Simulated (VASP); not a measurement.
Crystal: TiAl.

```
Ti Al
1.0
     2.73493    0.00000    0.00000
    -1.36746    2.36852    0.00000
     0.00000    0.00000    4.46423
Ti Al
1 1
Direct
  0.00000 0.00000 0.00000
  0.33333 0.66667 0.50000
```

Base run:

| Quantity | Value |
| --- | --- |
| Program | VASP 6.6.1 |
| Functional | LDA |
| Potentials or basis | VASP PAW LDA potentials, release 64 (Ti_sv, Al) |
| Cutoff | 520 eV |
| k mesh | 21 × 21 × 12 |
| Occupations | gaussian, width 0.15 eV |
| Spin | collinear spin |
| Starting moments | [1.0, 0.0] μB |
| Fixed moment | 1 μB |

Its results: pressure 12.7 GPa; site moments Ti +0.60; Al +0.04 μB.

Q: The run is repeated on the same cell with these changes: fixed moment from 1 μB to 0.75 μB; moments at the start from [1.0, 0.0] to [0.75, 0.0]. What comes out?

A: Pressure 12.2 GPa; site moments Ti +0.44; Al +0.03 μB.

Caveats: the cell stands under pressure; the total moment is fixed, so each spin has its own Fermi level.
